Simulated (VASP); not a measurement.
Write the native input for VASP 6.6.1 that does the following.

* Task: single point
* Functional: PBE
* Potentials or basis: VASP PAW PBE potentials, release 64 (Ti_sv, O)
* Cutoff: 520 eV
* k mesh: 8 × 8 × 8
* Occupations: fermi-dirac, width 0.05 eV
* Spin: no spin polarisation
* Dipole correction: no
* Further INCAR settings: ALGO = Normal; EDIFF = 1e-06; NBANDS = 33

The structure of TiO2 lies in POSCAR:

```
TiO2
1.0
   -1.8921000000      1.8921000000      4.9475920000
    1.8921000000     -1.8921000000      4.9475920000
    1.8921000000      1.8921000000     -4.9475920000
Ti O
2 4
Direct
    0.7500000000      0.2500000000      0.5000000000
    0.0000000000      0.0000000000      0.0000000000
    0.7958012129      0.7958012129      0.0000000000
    0.5458012129      0.0458012129      0.5000000000
    0.9541987871      0.4541987871      0.5000000000
    0.2041987871      0.2041987871      0.0000000000
```

These files were run (other wordings do the same):

INCAR

```
SYSTEM = TiO2
PREC = Accurate
ENCUT = 520
EDIFF = 1E-6
ISMEAR = -1
SIGMA = 0.05
LREAL = .False.
LASPH = .True.
NELM = 100
ALGO = Normal
ISIF = 2
LWAVE = .False.
LCHARG = .False.
GGA = PE
NBANDS = 33
```

KPOINTS

```
Automatic mesh
0
Gamma
  8 8 8
  0 0 0
```

Potentials or basis: VASP PAW PBE potentials, release 64 (Ti_sv, O).

Command:

```console
$ cat potpaw_PBE.64/Ti_sv/POTCAR potpaw_PBE.64/O/POTCAR > POTCAR
$ mpirun -np 1 vasp_std > vasp.out
```

It gave:

| Property | Result |
| --- | --- |
| Pressure | -0.9 GPa |
| Largest force | 0.013 eV/Å |
| Band gap on the k mesh | 2.19 eV (least direct gap 2.44 eV) |

It took 2.7 min on 1 thread of AMD EPYC 9R45 96-Core Processor (Zen 5) (shared host), peak memory 0.28 GiB.
